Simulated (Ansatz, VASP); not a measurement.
# NaCl: VASP beside Ansatz

File INCAR:

```
SYSTEM = NaCl
  PREC = Accurate
  ENCUT = 400
  EDIFF = 1E-8
  ISMEAR = -1
  SIGMA = 0.02
  LREAL = .FALSE.
  LASPH = .TRUE.
  NELM = 120
  ALGO = Normal
  ISIF = 2
  LWAVE = .FALSE.
  LCHARG = .FALSE.
  GGA = PS
  LEFG = .TRUE.
  NBANDS = 14
  GGA_COMPAT = .FALSE.
```

KPOINTS

```
regular mesh
0
G
  8 8 8
  0 0 0
```

Contents of POSCAR:

```
NaCl
1.0
    2.8504347112      0.0000000000      0.0000000000
    0.0000000000      2.8504347112      0.0000000000
    0.0000000000      0.0000000000      2.8504347112
Na Cl
1 1
Direct
    0.0000000000      0.0000000000      0.0000000000
    0.5000000000      0.5000000000      0.5000000000
```

Input for Ansatz:

```yaml
crystal:
  lattice:
    - [2.8504347112, 0.0, 0.0]
    - [0.0, 2.8504347112, 0.0]
    - [0.0, 0.0, 2.8504347112]
  atoms:
    - { symbol: Na, position: [0.0, 0.0, 0.0] }
    - { symbol: Cl, position: [0.5, 0.5, 0.5] }
kpoints:
  mp_grid: { grid: [8, 8, 8] }
scf:
  occupations: { method: fermi_dirac, width: 0.02 }
hamiltonian:
  xc: pbesol
  pseudopotentials: { kind: all_electron, datasets: crystal }
output:
  forces: true
  stress: true
  eigenvalues: true
  efg: { contact_densities: true }
```

Change from the starting cell: volume scaled by 0.99, crystal datasets.

Alike in both runs: task electric field gradients; functional PBEsol; k mesh 8 × 8 × 8; occupations fermi-dirac, width 0.02 eV; no spin polarisation.

|  | VASP | Ansatz |
| --- | --- | --- |
| version | VASP 6.6.1 | Ansatz 0.2.0 |
| potentials or method | VASP PAW PBE potentials, release 64 (Na_pv, Cl), cutoff 400 eV | all-electron PAW with datasets made for the crystal, scalar-relativistic |

```csv
,VASP,Ansatz,Ansatz less VASP
gap on the k mesh at the Fermi level (eV),4.16,4.11,-0.051
pressure (GPa),62.2,61.9,-0.31
```

VASP's potentials were made for PBE, not for PBEsol. Both programs put the cell under a high pressure, so it lies far from rest at this level. Ansatz ran all-electron here, and VASP with PAW potentials.

Noted on VASP's run: the cell as given lies far from equilibrium.
